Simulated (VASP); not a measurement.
Set up this calculation in VASP 6.6.1, as the native input.

| Property | Result |
| --- | --- |
| Task | single point |
| Functional | PBE |
| Potentials or basis | VASP PAW PBE potentials, release 64 (Co, O) |
| Cutoff | 520 eV |
| k mesh | 1 × 1 × 17 |
| Occupations | gaussian, width 0.05 eV |
| Spin | collinear spin, ferromagnetic start |
| Starting moments | [2.74, 0.5] μB |
| Dipole correction | no |
| Further INCAR settings | ALGO = Normal; EDIFF = 1e-06; NBANDS = 18 |

The structure of CoO lies in POSCAR:

```
CoO
1.0
    9.0000000000      0.0000000000      0.0000000000
    0.0000000000      9.3000000000      0.0000000000
    0.0000000000      0.0000000000      3.4643361220
Co O
1 1
Direct
    0.5000000000      0.5000000000     -0.0175001614
    0.5000000000      0.5000000000      0.4825001614
```

The input as run:

INCAR

```
PREC = Accurate ; ENCUT = 520
EDIFF = 1E-6 ; ISMEAR = 0
SIGMA = 0.05 ; LREAL = False
LASPH = True ; NELM = 150
ALGO = Normal ; ISIF = 2
LWAVE = False ; LCHARG = False
ISPIN = 2 ; MAGMOM = 2.74 0.5
LORBIT = 11 ; LMAXMIX = 4
GGA = PE ; NBANDS = 18
```

KPOINTS

```
regular mesh
0
Gamma
  1 1 17
```

Potentials or basis: VASP PAW PBE potentials, release 64 (Co, O).

Command:

```bash
$ cat potpaw_PBE.64/Co/POTCAR potpaw_PBE.64/O/POTCAR > POTCAR
$ mpirun -np 1 vasp_std > vasp.out
```

It gave:

- Band gap on the k mesh: zero (filled and empty bands overlap)
- Net moment: 3.00 μB per cell
- Site moments: Co +2.42; O +0.33 μB
- Valence electrons inside the program's atomic spheres: Co 8.05; O 5.00

Caveat: semilocal functionals often make such compounds metallic where correlation or magnetic order opens a gap, which also shifts bond lengths.

It took 2.9 min on 1 thread of Intel Xeon 6975P-C, with other jobs on the host, peak memory 0.48 GiB.
